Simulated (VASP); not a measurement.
Here is a VASP 6.6.1 calculation.

The input POSCAR:

```
Ge
1.0
    0.0000000000      2.8909585995      2.8909585995
    2.8909585995      0.0000000000      2.8909585995
    2.8909585995      2.8909585995      0.0000000000
Ge
2
Direct
    0.0000000000      0.0000000000      0.0000000000
    0.2500000000      0.2500000000      0.2500000000
```

The input INCAR.step1:

```
SYSTEM = Ge
PREC = Accurate
ENCUT = 520
ISMEAR = -1
SIGMA = 0.1
LREAL = .False.
LASPH = .True.
NELM = 60
NBANDS = 21
GGA = PE
ALGO = Normal
EDIFF = 1E-4
LWAVE = .True.
LCHARG = .False.
```

Contents of INCAR.step2:

```
SYSTEM = Ge
PREC = Accurate
ENCUT = 520
EDIFF = 1E-7
ISMEAR = -1
SIGMA = 0.1
LREAL = .False.
LASPH = .True.
NELM = 60
ALGO = Normal
ISIF = 2
LWAVE = .False.
LCHARG = .False.
METAGGA = R2SCAN
LMIXTAU = .True.
NBANDS = 21
ISTART = 1
```

The input KPOINTS:

```
Automatic mesh
0
Gamma
  10 10 10
  0 0 0
```

Potentials or basis: VASP PAW PBE potentials, release 64 (Ge_d).

Command:

```sh
$ cat potpaw_PBE.64/Ge_d/POTCAR > POTCAR
$ cp INCAR.step1 INCAR
$ mpirun -np 1 vasp_std > vasp.out
$ cp INCAR.step2 INCAR
$ mpirun -np 1 vasp_std > vasp.out
```

(1) Estimate the pressure.

(2) Estimate the band gap on the k mesh.

Results:

(1) -3.4 GPa.

(2) zero (filled and empty bands touch).

Caveat: the PAW data sets were made with another functional, which shifts forces and pressure a little.
